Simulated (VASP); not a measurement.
# SnO (P2_13) in VASP: notebook

SnO is run at these levels: PBEsol, r2SCAN+rVV10; tasks: single point, relaxation of cell and atoms.

All numbers are computed with VASP 6.6.1; they aren't measurements. Logs are shortened: lines on timing, memory, paths and dates and some standing lists are left out, and cuts for length are marked.

## Step 1: The cell of the first run

Symmetry: P2_13, No. 198, cubic system. The conventional cell has a = 5.182 Å, b = 5.182 Å, c = 5.182 Å, α = 90.00°, β = 90.00°, γ = 90.00°. Sn (site symmetry 3) has 4 O at 2.04 to 2.43 Å within 2.7 Å. O (site symmetry 3) has 4 Sn at 2.04 to 2.43 Å within 2.7 Å.

## Step 2: Single point, PBEsol

Contents of INCAR:

```
SYSTEM = SnO
PREC = Accurate
ENCUT = 910
EDIFF = 1E-6
ISMEAR = -1
SIGMA = 0.03
LREAL = .False.
LASPH = .True.
NELM = 120
ALGO = Normal
ISIF = 2
LWAVE = .False.
LCHARG = .False.
GGA = PS
NBANDS = 50
GGA_COMPAT = .False.
```

Contents of KPOINTS:

```
Automatic mesh
0
Gamma
  4 4 4
  0 0 0
```

Contents of POSCAR:

```
SnO
1.0
    5.1823066489      0.0000000000      0.0000000000
    0.0000000000      5.1823066489      0.0000000000
    0.0000000000      0.0000000000      5.1823066489
Sn O
4 4
Direct
    0.9615440205      0.5384559795      0.4615440205
    0.5384559795      0.4615440205      0.9615440205
    0.4615440205      0.9615440205      0.5384559795
    0.0384559795      0.0384559795      0.0384559795
    0.1887883788      0.3112116212      0.6887883788
    0.3112116212      0.6887883788      0.1887883788
    0.6887883788      0.1887883788      0.3112116212
    0.8112116212      0.8112116212      0.8112116212
```

Potentials or basis: VASP PAW PBE potentials, release 64 (Sn_d, O_h).

Command:

```sh
> cat potpaw_PBE.64/Sn_d/POTCAR potpaw_PBE.64/O_h/POTCAR > POTCAR
> mpirun -np 1 vasp_std > vasp.out
```

OUTCAR:

```text
SYSTEM = SnO
   PREC = Accurate
   ENCUT = 910
   EDIFF = 1E-6
   ISMEAR = -1
   LREAL = .False.
   LASPH = .True.
   NELM = 120
   ISIF = 2
   GGA = PS

 ion  position               nearest neighbor table
   1  0.962  0.538  0.462-   5 2.04   6 2.43   7 2.43   8 2.43   3 3.42   4 3.42   2 3.42   2 3.42
                             4 3.42   3 3.42
   2  0.538  0.462  0.962-   6 2.04   5 2.43   7 2.43   8 2.43   3 3.42   4 3.42   1 3.42   1 3.42
                             3 3.42   4 3.42
   3  0.462  0.962  0.538-   7 2.04   6 2.43   5 2.43   8 2.43   2 3.42   4 3.42   1 3.42   4 3.42
                             2 3.42   1 3.42
   4  0.038  0.038  0.038-   8 2.04   6 2.43   7 2.43   5 2.43   2 3.42   3 3.42   1 3.42   3 3.42
                             1 3.42   2 3.42
   5  0.189  0.311  0.689-   1 2.04   2 2.43   3 2.43   4 2.43
   6  0.311  0.689  0.189-   2 2.04   1 2.43   3 2.43   4 2.43
   7  0.689  0.189  0.311-   3 2.04   2 2.43   1 2.43   4 2.43
   8  0.811  0.811  0.811-   4 2.04   2 2.43   3 2.43   1 2.43

  LATTYP: Found a simple cubic cell.
 ALAT       =     5.1823066489

  Lattice vectors:

 A1 = (   5.1823066489,   0.0000000000,   0.0000000000)
 A2 = (   0.0000000000,   5.1823066489,   0.0000000000)
 A3 = (   0.0000000000,   0.0000000000,   5.1823066489)

Analysis of symmetry for initial positions (statically):
=====================================================================
 Subroutine PRICEL returns:
 Original cell was already a primitive cell.

 Routine SETGRP: Setting up the symmetry group for a
 simple cubic supercell.

 Subroutine GETGRP returns: Found 12 space group operations
 (whereof  3 operations were pure point group operations)
 out of a pool of 48 trial point group operations.

The static configuration has the point symmetry C_3 .
 The point group associated with its full space group is T   .

Analysis of symmetry for dynamics (positions and initial velocities):
=====================================================================
 Subroutine PRICEL returns:
 Original cell was already a primitive cell.

 Routine SETGRP: Setting up the symmetry group for a
 simple cubic supercell.

 Subroutine GETGRP returns: Found 12 space group operations
 (whereof  3 operations were pure point group operations)
 out of a pool of 48 trial point group operations.

The dynamic configuration has the point symmetry C_3 .
 The point group associated with its full space group is T   .

 Subroutine INISYM returns: Found 12 space group operations
 (whereof  3 operations are pure point group operations),
 and found     1 'primitive' translations

----------------------------------------------------------------------------------------

                                     Primitive cell

  volume of cell :     139.1776

  direct lattice vectors                    reciprocal lattice vectors
     5.182306649  0.000000000  0.000000000     0.192964266  0.000000000  0.000000000
     0.000000000  5.182306649  0.000000000     0.000000000  0.192964266  0.000000000
     0.000000000  0.000000000  5.182306649     0.000000000  0.000000000  0.192964266

  length of vectors
     5.182306649  5.182306649  5.182306649     0.192964266  0.192964266  0.192964266

  position of ions in fractional coordinates (direct lattice)
     0.961544020  0.538455980  0.461544020
     0.538455980  0.461544020  0.961544020
     0.461544020  0.961544020  0.538455980
     0.038455980  0.038455980  0.038455980
     0.188788379  0.311211621  0.688788379
     0.311211621  0.688788379  0.188788379
     0.688788379  0.188788379  0.311211621
     0.811211621  0.811211621  0.811211621

  ion indices of the primitive-cell ions
   primitive index   ion index
                 1           1
                 2           2
                 3           3
                 4           4
                 5           5
                 6           6
                 7           7
                 8           8

----------------------------------------------------------------------------------------

 KPOINTS: Automatic mesh

Automatic generation of k-mesh.
 Grid dimensions read from file:
 generate k-points for:    4    4    4

 Generating k-lattice:

  Cartesian coordinates                     Fractional coordinates (reciprocal lattice)
     0.048241067  0.000000000  0.000000000     0.250000000  0.000000000  0.000000000
     0.000000000  0.048241067  0.000000000     0.000000000  0.250000000  0.000000000
     0.000000000  0.000000000  0.048241067     0.000000000  0.000000000  0.250000000

  Length of vectors
     0.048241067  0.048241067  0.048241067

  Shift w.r.t. Gamma in fractional coordinates (k-lattice)
     0.000000000  0.000000000  0.000000000

 Subroutine IBZKPT returns following result:
 ===========================================

 Found     11 irreducible k-points:

 Following reciprocal coordinates:
            Coordinates               Weight
  0.000000  0.000000  0.000000      1.000000
  0.250000  0.000000  0.000000      6.000000
  0.500000  0.000000  0.000000      3.000000
  0.250000  0.250000  0.000000     12.000000
  0.500000  0.250000  0.000000      6.000000
 -0.250000  0.500000  0.000000      6.000000
  0.500000  0.500000  0.000000      3.000000
  0.250000  0.250000  0.250000      8.000000
  0.500000  0.250000  0.250000     12.000000
  0.500000  0.500000  0.250000      6.000000
  0.500000  0.500000  0.500000      1.000000
   k-points           NKPTS =     11   k-points in BZ     NKDIM =     11   number of bands    NBANDS=     50
   number of dos      NEDOS =    301   number of ions     NIONS =      8
   total plane-waves  NPLWV = 157464
   dimension x,y,z NGX =    54 NGY =   54 NGZ =   54
   dimension x,y,z NGXF=   108 NGYF=  108 NGZF=  108
   ions per type =               4   4
   NGX,Y,Z   is equivalent  to a cutoff of  17.32, 17.32, 17.32 a.u.
   NGXF,Y,Z  is equivalent  to a cutoff of  34.65, 34.65, 34.65 a.u.
 SYSTEM =  SnO
   PREC   = accura    normal or accurate (medium, high low for compatibility)
   ISTART =      0    job   : 0-new  1-cont  2-samecut
   ICHARG =      2    charge: 1-file 2-atom 10-const
   ISPIN  =      1    spin polarized calculation?
   LNONCOLLINEAR =      F non collinear calculations
   LSORBIT =      F    spin-orbit coupling
   LASPH  =      T    aspherical Exc in radial PAW
   ENCUT  =  910.0 eV  66.88 Ry    8.18 a.u.  12.75 12.75 12.75*2*pi/ulx,y,z
   NELM   =    120;   NELMIN=  2; NELMDL= -5     # of ELM steps
   EDIFF  = 0.1E-05   stopping-criterion for ELM
   LREAL  =      F    real-space projection
   EDIFFG = 0.1E-04   stopping-criterion for IOM
   NSW    =      0    number of steps for IOM
   IBRION =     -1    ionic relax: 0-MD 1-quasi-New 2-CG
   NFREE  =      0    steps in history (QN), initial steepest desc. (CG)
   ISIF   =      2    stress and relaxation
   ISYM   =      2    0-nonsym 1-usesym 2-fastsym
   POTIM  = 0.5000    time-step for ionic-motion
   TEBEG  =    0.0;   TEEND  =   0.0 temperature during run
   PSTRESS=    0.0 pullay stress
   NELECT =      80.0000    total number of electrons
   NUPDOWN=      -1.0000    fix difference up-down
   EMIN   =  10.00;   EMAX   =-10.00  energy-range for DOS
   EFERMI =   0.00;   METHOD = LEGACY
   ISMEAR =    -1;   SIGMA  =   0.03  broadening in eV -4-tet -1-fermi 0-gaus
   EFERMI_NEDOS =   21; number of points for ismear=-14 and -15
   IALGO  =     38    algorithm
   IMIX   =      4    mixing-type and parameters
     AMIX     =   0.40;   BMIX     =  1.00
     AMIX_MAG =   1.60;   BMIX_MAG =  1.00
  volume/ion in A,a.u.               =      17.40       117.40
  Fermi-wavevector in a.u.,A,eV,Ry     =   1.361178  2.572254 25.208965  1.852807
  Thomas-Fermi vector in A             =   2.487777
   LORBIT       =      0    0 simple, 1 ext, 2 COOP (PROOUT), +10 PAW based schemes
   GGA     = PS    functional components
   LHFCALC =     F    Hartree Fock is set to
   AEXX    =    0.0000 exact exchange contribution
   IVDW    =     0    specifies the selected vdW correction
   LEPSILON=     F    determine dielectric tensor
   LRPA    =     F    only Hartree local field effects (RPA)
 non-spin polarized calculation
  energy-cutoff  :      910.00
  volume of cell :      139.18
 maximum number of plane-waves:      8722
 NGX is ok and might be reduce to    54
   NGX = 25   NGY = 25   NGZ = 25

 number of electron      80.0000001 magnetization

 Free energy of the ion-electron system (eV)
  ---------------------------------------------------
  ext. energy  EPLUGINS =         0.00000000
  ---------------------------------------------------
  free energy    TOTEN  =       -45.89385552 eV

  energy without entropy =      -45.89385552  energy(sigma->0) =      -45.89385552

 E-fermi :   7.0680     XC(G=0): -10.5994

 val. band max:        6.2977641294   @ k =   0.2500   0.2500   0.0000
 cond. band min:       7.7405891431   @ k =   0.2500   0.2500   0.2500
 fundamental gap:      1.4428250138
 Fermi energy:         7.0679535077

 k-point     1 :       0.0000    0.0000    0.0000
  band No.  band energies     occupation
      1     -14.6502      2.00000
      2     -14.6502      2.00000
      3     -14.6502      2.00000
      4     -14.3819      2.00000
      5     -14.3819      2.00000
      6     -14.3819      2.00000
[... 42 lines left out ...]
     49      14.4589      0.00000
     50      14.4769      0.00000

 k-point     2 :       0.2500    0.0000    0.0000
  band No.  band energies     occupation
      1     -14.6557      2.00000
      2     -14.6393      2.00000
      3     -14.5941      2.00000
      4     -14.4121      2.00000
      5     -14.3754      2.00000
      6     -14.3664      2.00000
[... 42 lines left out ...]
     49      13.6448      0.00000
     50      13.7706      0.00000

 k-point     3 :       0.5000    0.0000    0.0000
  band No.  band energies     occupation
      1     -14.6360      2.00000
      2     -14.6360      2.00000
      3     -14.4996      2.00000
      4     -14.4996      2.00000
      5     -14.3683      2.00000
      6     -14.3683      2.00000
[... 42 lines left out ...]
     49      13.1089      0.00000
     50      13.1091      0.00000

 k-point     4 :       0.2500    0.2500    0.0000
  band No.  band energies     occupation
      1     -14.6470      2.00000
      2     -14.6184      2.00000
      3     -14.5764      2.00000
      4     -14.4368      2.00000
      5     -14.3726      2.00000
      6     -14.3667      2.00000
[... 42 lines left out ...]
     49      13.0534      0.00000
     50      13.6560      0.00000

 k-point     5 :       0.5000    0.2500    0.0000
  band No.  band energies     occupation
      1     -14.6207      2.00000
      2     -14.6207      2.00000
      3     -14.5093      2.00000
      4     -14.5093      2.00000
      5     -14.3682      2.00000
      6     -14.3682      2.00000
[... 42 lines left out ...]
     49      12.9409      0.00000
     50      12.9409      0.00000

 k-point     6 :      -0.2500    0.5000    0.0000
  band No.  band energies     occupation
      1     -14.6206      2.00000
      2     -14.6206      2.00000
      3     -14.5099      2.00000
      4     -14.5099      2.00000
      5     -14.3643      2.00000
      6     -14.3643      2.00000
[... 42 lines left out ...]
     49      13.6386      0.00000
     50      13.6399      0.00000

 k-point     7 :       0.5000    0.5000    0.0000
  band No.  band energies     occupation
      1     -14.5996      2.00000
      2     -14.5996      2.00000
      3     -14.5255      2.00000
      4     -14.5255      2.00000
      5     -14.3648      2.00000
      6     -14.3648      2.00000
[... 42 lines left out ...]
     49      14.2145      0.00000
     50      14.2399      0.00000

 k-point     8 :       0.2500    0.2500    0.2500
  band No.  band energies     occupation
      1     -14.6371      2.00000
      2     -14.6019      2.00000
      3     -14.5711      2.00000
      4     -14.4622      2.00000
      5     -14.3675      2.00000
      6     -14.3630      2.00000
[... 42 lines left out ...]
     49      12.4292      0.00000
     50      13.6711      0.00000

 k-point     9 :       0.5000    0.2500    0.2500
  band No.  band energies     occupation
      1     -14.6106      2.00000
      2     -14.6106      2.00000
      3     -14.5234      2.00000
      4     -14.5234      2.00000
      5     -14.3634      2.00000
      6     -14.3634      2.00000
[... 42 lines left out ...]
     49      13.0271      0.00000
     50      13.0271      0.00000

 k-point    10 :       0.5000    0.5000    0.2500
  band No.  band energies     occupation
      1     -14.5951      2.00000
      2     -14.5951      2.00000
      3     -14.5430      2.00000
      4     -14.5430      2.00000
      5     -14.3598      2.00000
      6     -14.3598      2.00000
[... 42 lines left out ...]
     49      13.7796      0.00000
     50      13.7797      0.00000

 k-point    11 :       0.5000    0.5000    0.5000
  band No.  band energies     occupation
      1     -14.5753      2.00000
      2     -14.5753      2.00000
      3     -14.5753      2.00000
      4     -14.5753      2.00000
      5     -14.3464      2.00000
      6     -14.3464      2.00000
[... 42 lines left out ...]
     49      14.0652      0.00000
     50      14.0652      0.00000

------------------------ aborting loop because EDIFF is reached ----------------------------------------

  FORCE on cell =-STRESS in cart. coord.  units (eV):
  Direction    XX          YY          ZZ          XY          YZ          ZX
  --------------------------------------------------------------------------------------
  -------------------------------------------------------------------------------------
  Total       -0.0363323     -0.0363323     -0.0363323     -0.0000000      0.0000000     -0.0000000
  in kB       -0.4182487     -0.4182487     -0.4182487     -0.0000000      0.0000000     -0.0000000
  external PRESSURE =      -0.4182487 kB  Pullay stress =       0.0000000 kB

 VOLUME and BASIS-vectors are now :
 -----------------------------------------------------------------------------
  energy-cutoff  :      910.00
  volume of cell :      139.18
      direct lattice vectors                 reciprocal lattice vectors
     5.182306649  0.000000000  0.000000000     0.192964266  0.000000000  0.000000000
     0.000000000  5.182306649  0.000000000     0.000000000  0.192964266  0.000000000
     0.000000000  0.000000000  5.182306649     0.000000000  0.000000000  0.192964266

 POSITION                                       TOTAL-FORCE (eV/Angst)
 -----------------------------------------------------------------------------------
      4.98302      2.79044      2.39186        -0.024092      0.024092     -0.024092
      2.79044      2.39186      4.98302         0.024092     -0.024092     -0.024092
      2.39186      4.98302      2.79044        -0.024092     -0.024092      0.024092
      0.19929      0.19929      0.19929         0.024092      0.024092      0.024092
      0.97836      1.61279      3.56951         0.013416     -0.013416      0.013416
      1.61279      3.56951      0.97836        -0.013416      0.013416      0.013416
      3.56951      0.97836      1.61279         0.013416      0.013416     -0.013416
      4.20395      4.20395      4.20395        -0.013416     -0.013416     -0.013416
 -----------------------------------------------------------------------------------
    total drift:                                0.000000      0.000000      0.000000

  FREE ENERGIE OF THE ION-ELECTRON SYSTEM (eV)
  ---------------------------------------------------
  free  energy   TOTEN  =       -45.8938555182 eV

  energy  without entropy=      -45.8938555182  energy(sigma->0) =      -45.89385552
```

Wall time 2.2 min (1 thread of AMD EPYC 9R45 (Zen 5), shared host); peak memory 0.43 GiB.

What came out:

```yaml
Free_energy: -45.8939 eV
Pressure: 0.0 GPa
Largest_force: 0.042 eV/Å
Band_gap_on_the_k_mesh: 1.44 eV (least direct gap 1.53 eV)
```

Forces in eV/Å, atoms in the order of the input:
```
Sn  -0.024  0.024 -0.024
Sn   0.024 -0.024 -0.024
Sn  -0.024 -0.024  0.024
Sn   0.024  0.024  0.024
O    0.013 -0.013  0.013
O   -0.013  0.013  0.013
O    0.013  0.013 -0.013
O   -0.013 -0.013 -0.013
```

Caveat: the cutoff is under 1.25 times the usual one of these potentials, so pressure, stress and relaxed cells hold a basis-set (Pulay) error; the PAW data sets were made with another functional, which shifts forces and pressure a little; spin-orbit coupling is left out, which moves the levels of the heavy elements. A k mesh can miss the band edges.

## Step 3: Relaxation of cell and atoms, PBEsol

This run uses another cell than the first one, of 17.77 Å³/atom.

Contents of INCAR:

```
SYSTEM = SnO
  PREC = Accurate
  ENCUT = 600
  EDIFF = 1E-6
  ISMEAR = -1
  SIGMA = 0.03
  LREAL = .False.
  LASPH = .True.
  NELM = 60
  ALGO = Normal
  ISIF = 3
  LWAVE = .False.
  LCHARG = .False.
  GGA = PS
  IBRION = 2
  NSW = 100
  EDIFFG = -0.01
```

KPOINTS is that of step 2.

Contents of POSCAR:

```
SnO
1.0
    5.2189787900      0.0000000000      0.0000000000
    0.0000000000      5.2189787900      0.0000000000
    0.0000000000      0.0000000000      5.2189787900
Sn O
4 4
Direct
    0.8630876900      0.6369123100      0.3630876900
    0.6369123100      0.3630876900      0.8630876900
    0.3630876900      0.8630876900      0.6369123100
    0.1369123100      0.1369123100      0.1369123100
    0.1586982700      0.3413017300      0.6586982700
    0.3413017300      0.6586982700      0.1586982700
    0.6586982700      0.1586982700      0.3413017300
    0.8413017300      0.8413017300      0.8413017300
```

Potentials or basis: VASP PAW PBE potentials, release 64 (Sn_d, O).

Command:

```sh
> cat potpaw_PBE.64/Sn_d/POTCAR potpaw_PBE.64/O/POTCAR > POTCAR
> mpirun -np 1 vasp_std > vasp.out
```

It took 23 min on 1 thread of AMD EPYC 9R45 (Zen 5), shared host; peak memory 0.28 GiB.

The run converged. Its results:

```yaml
Free_energy: -45.8757 eV
Relaxed_volume: 17.37 Å³/atom
Relaxed_cell: a = 5.180 Å, b = 5.180 Å, c = 5.180 Å, α = 90.00°, β = 90.00°, γ = 90.00°
Space_group_after_relaxing_to_0.1_Å: P2_13 (No. 198)
Pressure_after_relaxing: 0.0 GPa
Largest_force_after_relaxing: 0.008 eV/Å
Band_gap_on_the_k_mesh: 1.43 eV (least direct gap 1.52 eV)
```

Forces on the atoms (eV/Å):
```
Sn  -0.004  0.004 -0.004
Sn   0.004 -0.004 -0.004
Sn  -0.004 -0.004  0.004
Sn   0.004  0.004  0.004
O   -0.001  0.001 -0.001
O    0.001 -0.001 -0.001
O   -0.001 -0.001  0.001
O    0.001  0.001  0.001
```

Final structure:
```
Sn O
1.0
     5.17970    0.00000    0.00000
     0.00000    5.17970    0.00000
     0.00000    0.00000    5.17970
Sn O
4 4
Direct
  0.96108 0.53892 0.46108
  0.53892 0.46108 0.96108
  0.46108 0.96108 0.53892
  0.03892 0.03892 0.03892
  0.18890 0.31110 0.68890
  0.31110 0.68890 0.18890
  0.68890 0.18890 0.31110
  0.81110 0.81110 0.81110
```

Levels at points of the mesh, in eV from the valence-band top:
```tsv
k point	band 36	band 37	band 38	band 39	band 40	band 41	band 42	band 43	band 44	band 45
(0.00, 0.00, 0.00)	-2.52	-2.52	-0.48	-0.48	-0.48	2.32	2.32	2.32	3.76	3.76
(0.50, 0.00, 0.00)	-3.01	-1.11	-1.11	-0.04	-0.04	2.45	2.45	3.51	3.51	4.37
(0.50, 0.50, 0.00)	-2.56	-0.87	-0.87	-0.29	-0.29	3.04	3.04	3.33	3.33	3.85
(0.50, 0.50, 0.50)	-2.49	-1.02	-1.02	-1.02	-1.02	2.41	2.41	2.41	2.41	5.73
```

Caveat: the PAW data sets were made with another functional, which shifts forces and pressure a little; spin-orbit coupling is left out, which moves the levels of the heavy elements. A k mesh can miss the band edges.

(Part 1 of 2 ends here.)
